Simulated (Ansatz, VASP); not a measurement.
# O in VASP and in Ansatz

File INCAR:

```
SYSTEM = O
PREC     = Accurate       ! precision mode
ENCUT    = 520            ! plane-wave cutoff, eV
EDIFF    = 1E-7           ! SCF threshold, eV
ISMEAR   = 1              ! smearing method
SIGMA    = 0.05           ! smearing width, eV
LREAL    = .False.        ! projectors in reciprocal space
LASPH    = .True.         ! aspherical terms in the spheres
NELM     = 150            ! most SCF steps
ALGO     = Normal         ! electronic algorithm
ISIF     = 2              ! what is computed and relaxed
LWAVE    = .False.        ! write WAVECAR
LCHARG   = .False.        ! write CHGCAR
ISPIN    = 2              ! spin polarisation
MAGMOM   = 1 1            ! initial moments
LORBIT   = 11             ! projections on sites
GGA      = CA             ! functional
IBRION   = 2              ! ionic algorithm
NSW      = 80             ! ionic steps
EDIFFG   = -0.02          ! ionic threshold
```

KPOINTS

```
regular mesh
0
Gamma
  1 1 1
  0 0 0
```

File POSCAR:

```
O
1.0
    9.0000000000      0.0000000000      0.0000000000
    0.0000000000      9.5000000000      0.0000000000
    0.0000000000      0.0000000000     10.0000000000
O
2
Direct
    0.5000000000      0.5000000000      0.4385000000
    0.5000000000      0.5000000000      0.5615000000
```

Input for Ansatz:

```yaml
crystal:
  lattice:
    - [9.0, 0.0, 0.0]
    - [0.0, 9.5, 0.0]
    - [0.0, 0.0, 10.0]
  atoms:
    - { symbol: O, position: [0.5, 0.5, 0.4385] }
    - { symbol: O, position: [0.5, 0.5, 0.5615] }
basis:
  ecutwfc: 520.0
kpoints:
  mp_grid:
    grid: [1, 1, 1]
hamiltonian:
  xc: lda
magnetization:
  spin_polarized: true
  per_species:
    O: 1.0
scf:
  occupations:
    method: cold
    width: 0.05
relax:
  f_tol: 0.02
output:
  stress: true
```

Alike in both runs: task relaxation of the atoms; functional LDA; k mesh 1 × 1 × 1; collinear spin.

|  | VASP | Ansatz |
| --- | --- | --- |
| version | VASP 6.6.1 | Ansatz 0.2.0 |
| potentials or method | VASP PAW LDA potentials, release 64 (O), cutoff 520 eV | plane waves, PAW |
| occupations | methfessel-paxton of order 1, width 0.05 eV | cold, width 0.05 eV |
| valence electrons in the cell | 12 | 12 |

```csv
,VASP,Ansatz,Ansatz less VASP
net moment per atom (μB),1.00,1.00,0.000
size of the moment on the site where the two differ most (μB),0.81,0.55,-0.260
```

LDA's correlation is that of Perdew and Zunger in VASP and of Perdew and Wang (1992) in Ansatz. Site moments also hang on the region over which each program counts them. Ansatz's warnings: end state compared, stress scf threshold loose.

Noted on VASP's run: the standard files for N, O and F lose accuracy on very short bonds.
